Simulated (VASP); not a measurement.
Write the native input for VASP 6.6.1 that does the following.

- Task: relaxation of cell and atoms
- Functional: PBE
- Potentials or basis: VASP PAW PBE potentials, release 64 (Ni)
- Cutoff: 600 eV
- k mesh: 17 × 17 × 17
- Occupations: fermi-dirac, width 0.05 eV
- Spin: collinear spin, ferromagnetic start
- Starting moments: [1.0] μB
- Target pressure: -0.94 GPa
- Dipole correction: no
- Further INCAR settings: ALGO = Normal; EDIFF = 1e-06; IBRION = 2; EDIFFG = -0.005; NSW = 60; ISIF = 3

The structure of Ni lies in POSCAR:

```
Ni
1.0
    2.2791556894      0.0000000000      0.0000000000
    0.0000000000      2.2791556894      0.0000000000
    0.0000000000      0.0000000000      2.2791556894
Ni
1
Direct
    0.0000000000      0.0000000000      0.0000000000
```

These files were run (other wordings do the same):

INCAR

```
PREC = Accurate ; ENCUT = 600
EDIFF = 1E-6 ; ISMEAR = -1
SIGMA = 0.05 ; LREAL = False
LASPH = True ; NELM = 150
ALGO = Normal ; ISIF = 3
LWAVE = False ; LCHARG = False
ISPIN = 2 ; MAGMOM = 1
LORBIT = 11 ; LMAXMIX = 4
GGA = PE ; IBRION = 2
NSW = 60 ; EDIFFG = -0.005
PSTRESS = -9.399999999999999
```

KPOINTS

```
regular mesh
0
Gamma
  17 17 17
```

Potentials or basis: VASP PAW PBE potentials, release 64 (Ni).

Run with:

```console
$ cat potpaw_PBE.64/Ni/POTCAR > POTCAR
$ mpirun -np 1 vasp_std > vasp.out
```

It gave:

| Item | Value |
| --- | --- |
| Relaxed volume | 12.70 Å³/atom |
| Relaxed cell | a = 2.333 Å, b = 2.333 Å, c = 2.333 Å, α = 90.00°, β = 90.00°, γ = 90.00° |
| Space group after relaxing (to 0.05 Å) | Pm-3m (No. 221) |
| Energy change on relaxing (the enthalpy is what falls) | -22.8 meV/atom |
| Ionic steps | 3 |
| Pressure after relaxing | -1.0 GPa |
| Net moment | 0.51 μB per cell |
| Site moments | Ni +0.51 μB |
| Valence electrons inside the program's atomic spheres | Ni 9.24 |

Caveat: the cell is relaxed towards a set pressure, so the enthalpy falls and the energy may rise.

It took 38 s on 1 thread of Intel(R) Xeon(R) 6975P-C (Granite Rapids), on a shared host, peak memory 0.16 GiB.
